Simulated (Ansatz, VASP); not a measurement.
## Os: VASP beside Ansatz

INCAR

```
SYSTEM = Os
ALGO     = Normal         ! electronic algorithm
EDIFF    = 1E-6           ! SCF threshold, eV
EDIFFG   = -0.01          ! ionic threshold
ENCUT    = 600            ! plane-wave cutoff, eV
GGA      = PE             ! functional
IBRION   = 2              ! ionic algorithm
ISIF     = 3              ! what is computed and relaxed
ISMEAR   = -1             ! smearing method
IVDW     = 12             ! dispersion correction
LASPH    = .TRUE.         ! aspherical terms in the spheres
LCHARG   = .FALSE.        ! write CHGCAR
LREAL    = .FALSE.        ! projectors in reciprocal space
LWAVE    = .FALSE.        ! write WAVECAR
NELM     = 100            ! most SCF steps
NSW      = 60             ! ionic steps
PREC     = Accurate       ! precision mode
SIGMA    = 0.05           ! smearing width, eV
```

KPOINTS

```
k-points
0
G
  12 12 12
  0 0 0
```

Contents of POSCAR:

```
Os
1.0
    0.0000000000      1.9450000000      1.9450000000
    1.9450000000      0.0000000000      1.9450000000
    1.9450000000      1.9450000000      0.0000000000
Os
1
Direct
    0.0000000000      0.0000000000      0.0000000000
```

File input.yaml:

```yaml
crystal:
  lattice:
    - [0.0, 1.945, 1.945]
    - [1.945, 0.0, 1.945]
    - [1.945, 1.945, 0.0]
  atoms:
    - { symbol: Os, position: [0.0, 0.0, 0.0] }
hamiltonian:
  xc: pbe
  pseudopotentials: { kind: paw }
  dispersion: d3bj
kpoints:
  mp_grid: { grid: [12, 12, 12] }
scf:
  occupations: { method: fermi_dirac, width: 0.05 }
output:
  forces: true
  stress: true
  eigenvalues: true
relax:
  f_tol: 0.01
  max_steps: 40
  cell: { stress_tol: 0.05 }
```

Alike in both runs: task relaxation of cell and atoms; functional PBE; dispersion D3(BJ); k mesh 12 × 12 × 12; occupations fermi-dirac, width 0.05 eV; no spin polarisation.

|  | VASP | Ansatz |
| --- | --- | --- |
| version | VASP 6.6.1 | Ansatz 0.2.0 |
| potentials or method | VASP PAW PBE potentials, release 64 (Os) | Ansatz PAW |
| plane-wave cutoff (eV) | 600 | 420 |
| valence electrons in the cell | 8 | 16 |

Ansatz gave:

| Item | Value |
| --- | --- |
| gap on the k mesh at the Fermi level, each at its own relaxed structure (eV) | none |
| relaxed volume (Å³/atom) | 14.05 |
| relaxed cell length with the largest relative difference (Å) | 2.709 |

Task: What did VASP give for the same quantities?

Result: gap on the k mesh at the Fermi level, each at its own relaxed structure (eV): none; relaxed volume (Å³/atom): 14.06; relaxed cell length with the largest relative difference (Å): 2.709.

A gap of «none» marks a metal or a gap that the smearing closes. VASP's potentials hold 8 valence electrons a cell and Ansatz's 16, so a difference there can come from the potentials and not from the codes.

Neither program's run includes spin-orbit coupling. Noted on Ansatz's run: the plane-wave basis is chosen anew once the cell has moved, so the energies of steps on either side of that aren't comparable.
